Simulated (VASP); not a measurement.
# Cu4Ni (P6_3/mmc) in VASP: relaxation of cell and atoms with PBE

Aim: the relaxation of cell and atoms of Cu4Ni with PBE.

Program: VASP 6.6.1. These are calculated values, not measurements. Logs are shortened: lines on timing, memory, paths and dates and some standing lists are left out, and cuts for length are marked.

## Step 1: The cell of the first run

Symmetry: P6_3/mmc, No. 194, hexagonal system. Conventional cell: a = 2.539 Å, b = 2.539 Å, c = 20.970 Å, α = 90.00°, β = 90.00°, γ = 120.00°. Cu (site symmetry 3m) has 12 Cu at 2.54 to 2.58 Å within 3.4 Å. Cu (site symmetry 3m) has 3 Ni at 2.53 Å and 9 Cu at 2.54 to 2.58 Å within 3.3 Å. Within 3.3 Å of Ni (site symmetry -6m2) lie 6 Cu at 2.53 Å and 6 Ni at 2.54 Å.

## Step 2: Relaxation of cell and atoms, PBE

Contents of INCAR:

```
PREC     = Accurate       # precision mode
ENCUT    = 600            # plane-wave cutoff, eV
EDIFF    = 1E-6           # SCF threshold, eV
ISMEAR   = 0              # smearing method
SIGMA    = 0.1            # smearing width, eV
LREAL    = F              # projectors in reciprocal space
LASPH    = T              # aspherical terms in the spheres
NELM     = 100            # most SCF steps
ALGO     = Fast           # electronic algorithm
ISIF     = 3              # what is computed and relaxed
LWAVE    = F              # write WAVECAR
LCHARG   = F              # write CHGCAR
GGA      = PE             # functional
IBRION   = 2              # ionic algorithm
NSW      = 100            # ionic steps
EDIFFG   = -0.01          # ionic threshold
KPAR     = 4
```

Contents of KPOINTS:

```
regular mesh
0
Gamma
  18 18 2
```

Contents of POSCAR:

```
Cu4Ni
1.0
    2.5387687000      0.0000000000      0.0000000000
   -1.2693843000      2.1986382000      0.0000000000
    0.0000000000      0.0000000000     20.9698358000
Cu Ni
8 2
Direct
    0.3333333000      0.6666667000      0.0505960000
    0.3333333000      0.6666667000      0.4494040000
    0.3333333000      0.6666667000      0.6515990000
    0.3333333000      0.6666667000      0.8484010000
    0.6666667000      0.3333333000      0.1515990000
    0.6666667000      0.3333333000      0.3484010000
    0.6666667000      0.3333333000      0.5505960000
    0.6666667000      0.3333333000      0.9494040000
    0.3333333000      0.6666667000      0.2500000000
    0.6666667000      0.3333333000      0.7500000000
```

Potentials or basis: VASP PAW PBE potentials, release 64 (Cu, Ni).

The run is started by

```
cat potpaw_PBE.64/Cu/POTCAR potpaw_PBE.64/Ni/POTCAR > POTCAR
mpirun -np 4 vasp_std > vasp.out
```

OUTCAR:

```text
PREC = Accurate
   ENCUT = 600
   EDIFF = 1E-6
   ISMEAR = 0
   LREAL = F
   LASPH = T
   NELM = 100
   ISIF = 3
   GGA = PE
   IBRION = 2
   NSW = 100
   EDIFFG = -0.01

 ion  position               nearest neighbor table
   1  0.333  0.667  0.051-   5 2.58   5 2.58   5 2.58   8 2.58   8 2.58   8 2.58
   2  0.333  0.667  0.449-   6 2.58   6 2.58   6 2.58   7 2.58   7 2.58   7 2.58
   3  0.333  0.667  0.652-  10 2.53  10 2.53  10 2.53   7 2.58   7 2.58   7 2.58
   4  0.333  0.667  0.848-  10 2.53  10 2.53  10 2.53   8 2.58   8 2.58   8 2.58
   5  0.667  0.333  0.152-   9 2.53   9 2.53   9 2.53   1 2.58   1 2.58   1 2.58
   6  0.667  0.333  0.348-   9 2.53   9 2.53   9 2.53   2 2.58   2 2.58   2 2.58
   7  0.667  0.333  0.551-   3 2.58   3 2.58   3 2.58   2 2.58   2 2.58   2 2.58
   8  0.667  0.333  0.949-   4 2.58   4 2.58   4 2.58   1 2.58   1 2.58   1 2.58
   9  0.333  0.667  0.250-   5 2.53   6 2.53   5 2.53   6 2.53   5 2.53   6 2.53
  10  0.667  0.333  0.750-   3 2.53   4 2.53   3 2.53   4 2.53   3 2.53   4 2.53

  LATTYP: Found a hexagonal cell.
 ALAT       =     2.5387687000
 C/A-ratio  =     8.2598449398

  Lattice vectors:

 A1 = (   2.5387687000,   0.0000000000,   0.0000000000)
 A2 = (  -1.2693843000,   2.1986382000,   0.0000000000)
 A3 = (   0.0000000000,   0.0000000000,  20.9698358000)

Analysis of symmetry for initial positions (statically):
=====================================================================
 Subroutine PRICEL returns:
 Original cell was already a primitive cell.

 Routine SETGRP: Setting up the symmetry group for a
 hexagonal supercell.

 Subroutine GETGRP returns: Found 24 space group operations
 (whereof 12 operations were pure point group operations)
 out of a pool of 24 trial point group operations.

The static configuration has the point symmetry D_3d.
 The point group associated with its full space group is D_6h.

Analysis of symmetry for dynamics (positions and initial velocities):
=====================================================================
 Subroutine PRICEL returns:
 Original cell was already a primitive cell.

 Routine SETGRP: Setting up the symmetry group for a
 hexagonal supercell.

 Subroutine GETGRP returns: Found 24 space group operations
 (whereof 12 operations were pure point group operations)
 out of a pool of 24 trial point group operations.

The dynamic configuration has the point symmetry D_3d.
 The point group associated with its full space group is D_6h.

 Subroutine INISYM returns: Found 24 space group operations
 (whereof 12 operations are pure point group operations),
 and found     1 'primitive' translations

----------------------------------------------------------------------------------------

                                     Primitive cell

  volume of cell :     117.0501

  direct lattice vectors                    reciprocal lattice vectors
     2.538768700  0.000000000  0.000000000     0.393891732  0.227413487  0.000000000
    -1.269384300  2.198638200  0.000000000     0.000000000  0.454826992  0.000000000
     0.000000000  0.000000000 20.969835800     0.000000000  0.000000000  0.047687546

  length of vectors
     2.538768700  2.538768685 20.969835800     0.454826990  0.454826992  0.047687546

  position of ions in fractional coordinates (direct lattice)
     0.333333300  0.666666700  0.050596000
     0.333333300  0.666666700  0.449404000
     0.333333300  0.666666700  0.651599000
     0.333333300  0.666666700  0.848401000
     0.666666700  0.333333300  0.151599000
     0.666666700  0.333333300  0.348401000
     0.666666700  0.333333300  0.550596000
     0.666666700  0.333333300  0.949404000
     0.333333300  0.666666700  0.250000000
     0.666666700  0.333333300  0.750000000

  ion indices of the primitive-cell ions
   primitive index   ion index
                 1           1
                 2           2
                 3           3
                 4           4
                 5           5
                 6           6
                 7           7
                 8           8
                 9           9
                10          10

----------------------------------------------------------------------------------------

 KPOINTS: regular mesh

Automatic generation of k-mesh.
 Grid dimensions read from file:
 generate k-points for:   18   18    2

 Generating k-lattice:

  Cartesian coordinates                     Fractional coordinates (reciprocal lattice)
     0.021882874  0.012634083  0.000000000     0.055555556  0.000000000  0.000000000
     0.000000000  0.025268166  0.000000000     0.000000000  0.055555556  0.000000000
     0.000000000  0.000000000  0.023843773     0.000000000  0.000000000  0.500000000

  Length of vectors
     0.025268166  0.025268166  0.023843773

  Shift w.r.t. Gamma in fractional coordinates (k-lattice)
     0.000000000  0.000000000  0.000000000

 Subroutine IBZKPT returns following result:
 ===========================================

 Found     74 irreducible k-points:

 Following reciprocal coordinates:
            Coordinates               Weight
  0.000000  0.000000  0.000000      1.000000
  0.055556  0.000000  0.000000      6.000000
  0.111111  0.000000  0.000000      6.000000
  0.166667  0.000000  0.000000      6.000000
  0.222222  0.000000  0.000000      6.000000
  0.277778  0.000000  0.000000      6.000000
[... 16 lines left out ...]
  0.333333  0.111111  0.000000     12.000000
  0.388889  0.111111  0.000000     12.000000
 [... further k-points ...]
   k-points           NKPTS =     74   k-points in BZ     NKDIM =     74   number of bands    NBANDS=     64
   number of dos      NEDOS =    301   number of ions     NIONS =     10
   total plane-waves  NPLWV =  67200
   dimension x,y,z NGX =    20 NGY =   20 NGZ =  168
   dimension x,y,z NGXF=    40 NGYF=   40 NGZF=  336
   ions per type =               8   2
   NGX,Y,Z   is equivalent  to a cutoff of  13.10, 13.10, 13.32 a.u.
   NGXF,Y,Z  is equivalent  to a cutoff of  26.19, 26.19, 26.64 a.u.
 SYSTEM =  unknown system
   PREC   = accura    normal or accurate (medium, high low for compatibility)
   ISTART =      0    job   : 0-new  1-cont  2-samecut
   ICHARG =      2    charge: 1-file 2-atom 10-const
   ISPIN  =      1    spin polarized calculation?
   LNONCOLLINEAR =      F non collinear calculations
   LSORBIT =      F    spin-orbit coupling
   LASPH  =      T    aspherical Exc in radial PAW
   ENCUT  =  600.0 eV  44.10 Ry    6.64 a.u.   5.07  5.07 41.88*2*pi/ulx,y,z
   NELM   =    100;   NELMIN=  2; NELMDL= -5     # of ELM steps
   EDIFF  = 0.1E-05   stopping-criterion for ELM
   LREAL  =      F    real-space projection
   EDIFFG = -.1E-01   stopping-criterion for IOM
   NSW    =    100    number of steps for IOM
   IBRION =      2    ionic relax: 0-MD 1-quasi-New 2-CG
   NFREE  =      1    steps in history (QN), initial steepest desc. (CG)
   ISIF   =      3    stress and relaxation
   ISYM   =      2    0-nonsym 1-usesym 2-fastsym
   POTIM  = 0.5000    time-step for ionic-motion
   TEBEG  =    0.0;   TEEND  =   0.0 temperature during run
   PSTRESS=    0.0 pullay stress
   NELECT =     108.0000    total number of electrons
   NUPDOWN=      -1.0000    fix difference up-down
   EMIN   =  10.00;   EMAX   =-10.00  energy-range for DOS
   EFERMI =   0.00;   METHOD = LEGACY
   ISMEAR =     0;   SIGMA  =   0.10  broadening in eV -4-tet -1-fermi 0-gaus
   EFERMI_NEDOS =   21; number of points for ismear=-14 and -15
   IALGO  =     68    algorithm
   IMIX   =      4    mixing-type and parameters
     AMIX     =   0.40;   BMIX     =  1.00
     AMIX_MAG =   1.60;   BMIX_MAG =  1.00
  volume/ion in A,a.u.               =      11.71        78.99
  Fermi-wavevector in a.u.,A,eV,Ry     =   1.593769  3.011787 34.560164  2.540100
  Thomas-Fermi vector in A             =   2.691948
   LORBIT       =      0    0 simple, 1 ext, 2 COOP (PROOUT), +10 PAW based schemes
   GGA     = PE    functional components
   LHFCALC =     F    Hartree Fock is set to
   AEXX    =    0.0000 exact exchange contribution
   IVDW    =     0    specifies the selected vdW correction
   LEPSILON=     F    determine dielectric tensor
   LRPA    =     F    only Hartree local field effects (RPA)
 conjugate gradient relaxation of ions
 non-spin polarized calculation
 RMM-DIIS sequential band-by-band and
 Gauss-broadening in eV      SIGMA  =   0.10
  energy-cutoff  :      600.00
  volume of cell :      117.05
 maximum number of plane-waves:      3951
   NGX = 11   NGY = 11   NGZ = 83

--------------------------------------- Ionic step        1  -------------------------------------------

 number of electron     108.0000023 magnetization

 Free energy of the ion-electron system (eV)
  ---------------------------------------------------
  ext. energy  EPLUGINS =         0.00000000
  ---------------------------------------------------
  free energy    TOTEN  =       -40.62268734 eV

  energy without entropy =      -40.58170660  energy(sigma->0) =      -40.60219697

------------------------ aborting loop because EDIFF is reached ----------------------------------------

  FORCE on cell =-STRESS in cart. coord.  units (eV):
  Direction    XX          YY          ZZ          XY          YZ          ZX
  --------------------------------------------------------------------------------------
  -------------------------------------------------------------------------------------
  Total        0.4084966      0.4084966      0.3665846      0.0000000     -0.0000000      0.0000000
  in kB        5.5914841      5.5914842      5.0177938      0.0000001     -0.0000000      0.0000000
  external PRESSURE =       5.4002541 kB  Pullay stress =       0.0000000 kB
[... 117 lines left out ...]
  energy  without entropy=      -40.5822259662  energy(sigma->0) =      -40.60275886

--------------------------------------- Ionic step        4  -------------------------------------------

 number of electron     108.0000026 magnetization

 Free energy of the ion-electron system (eV)
  ---------------------------------------------------
  ext. energy  EPLUGINS =         0.00000000
  ---------------------------------------------------
  free energy    TOTEN  =       -40.62328613 eV

  energy without entropy =      -40.58220796  energy(sigma->0) =      -40.60274705

 E-fermi :   7.6923     XC(G=0): -12.7621

 val. band max:        7.6911075831   @ k =   0.3889   0.1111   0.5000
 cond. band min:       7.6943021658   @ k =   0.1111   0.0000   0.0000
 fundamental gap:      0.0031945827
 Fermi energy:         7.6922615666

 k-point     1 :       0.0000    0.0000    0.0000
  band No.  band energies     occupation
      1      -1.4630      2.00000
      2      -1.2249      2.00000
      3      -0.9485      2.00000
      4      -0.1597      2.00000
      5       0.0824      2.00000
      6       1.3228      2.00000
[... 1597 lines left out ...]
     63      13.5143      0.00000
     64      13.5662      0.00000

 [... further k-points ...]

------------------------ aborting loop because EDIFF is reached ----------------------------------------

  FORCE on cell =-STRESS in cart. coord.  units (eV):
  Direction    XX          YY          ZZ          XY          YZ          ZX
  --------------------------------------------------------------------------------------
  -------------------------------------------------------------------------------------
  Total        0.0068815      0.0068815     -0.0097852      0.0000000     -0.0000000      0.0000000
  in kB        0.0938494      0.0938494     -0.1334506      0.0000000     -0.0000000      0.0000000
  external PRESSURE =       0.0180827 kB  Pullay stress =       0.0000000 kB
[... 25 lines left out ...]
  FREE ENERGIE OF THE ION-ELECTRON SYSTEM (eV)
  ---------------------------------------------------
  free  energy   TOTEN  =       -40.6232861331 eV

  energy  without entropy=      -40.5822079575  energy(sigma->0) =      -40.60274705

 reached required accuracy - stopping structural energy minimisation
```

Run time: 18 min. Hardware: 4 MPI ranks of Oxide Virtual Turin-like, shared host; peak memory 0.61 GiB.

Results:

* Free energy: -40.6233 eV
* Relaxed volume: 11.75 Å³/atom
* Relaxed cell: a = 2.542 Å, b = 2.542 Å, c = 20.994 Å, α = 90.00°, β = 90.00°, γ = 120.00°
* Space group after relaxing (to 0.1 Å): P6_3/mmc (No. 194)
* Energy gained by relaxing: 0.1 meV/atom
* Ionic steps: 4
* Pressure after relaxing: 0.0 GPa
* Largest force after relaxing: 0.009 eV/Å
* Band gap on the k mesh: zero (bands 54 and 55 overlap by 5.01 eV)

Forces in eV/Å, atoms in the order of the input:
```
Cu   0.000  0.000  0.001
Cu   0.000  0.000 -0.001
Cu   0.000  0.000  0.009
Cu   0.000  0.000 -0.009
Cu   0.000  0.000  0.009
Cu   0.000  0.000 -0.009
Cu   0.000  0.000  0.001
Cu   0.000  0.000 -0.001
Ni   0.000  0.000  0.000
Ni   0.000  0.000  0.000
```

Step by step:
| step | energy change (eV) | largest force (eV/Å) | pressure (GPa) | volume (Å³) |
| --- | --- | --- | --- | --- |
| 1 | 0.0000 | 0.0095 | 0.54 | 117.05 |
| 2 | -0.0003 | 0.0090 | -0.34 | 117.72 |
| 3 | -0.0006 | 0.0115 | 0.07 | 117.43 |
| 4 | -0.0006 | 0.0087 | 0.00 | 117.48 |

Final structure:
```xyz
10
Lattice="2.5420 0.0000 0.0000 -1.2710 2.2014 0.0000 0.0000 0.0000 20.9936" Properties=species:S:1:pos:R:3 pbc="T T T"
Cu    0.0000    1.4676    1.0622
Cu    0.0000    1.4676    9.4346
Cu    0.0000    1.4676   13.6797
Cu    0.0000    1.4676   17.8107
Cu    1.2710    0.7338    3.1829
Cu    1.2710    0.7338    7.3139
Cu    1.2710    0.7338   11.5590
Cu    1.2710    0.7338   19.9314
Ni    0.0000    1.4676    5.2484
Ni    1.2710    0.7338   15.7452
```
